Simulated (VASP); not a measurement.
The system is BaS.

```xyz
2
Lattice="0.0000 3.1938 3.1938 3.1938 0.0000 3.1938 3.1938 3.1938 0.0000" Properties=species:S:1:pos:R:3 pbc="T T T"
Ba    0.0000    0.0000    0.0000
S     3.1938    3.1938    3.1938
```

Base run:

```yaml
Program: VASP 6.6.1
Functional: PBE
Potentials_or_basis: VASP PAW PBE potentials, release 64 (Ba_sv, S)
Cutoff: 500 eV
k_mesh: 8 × 8 × 8
Occupations: gaussian, width 0.01 eV
Spin: no spin polarisation
```

Its results: band gap on the k mesh 2.11 eV (least direct gap 2.24 eV); pressure 1.4 GPa.

The run is repeated on the same cell with these changes: k mesh from 8 × 8 × 8 to 2 × 2 × 2. What comes out?

Band gap on the k mesh 1.94 eV (least direct gap 2.09 eV); pressure 2.7 GPa.

Caveats: some runs use coarse meshes; spin-orbit coupling is left out, which moves the levels of the heavy elements.

A k mesh can miss the band edges.
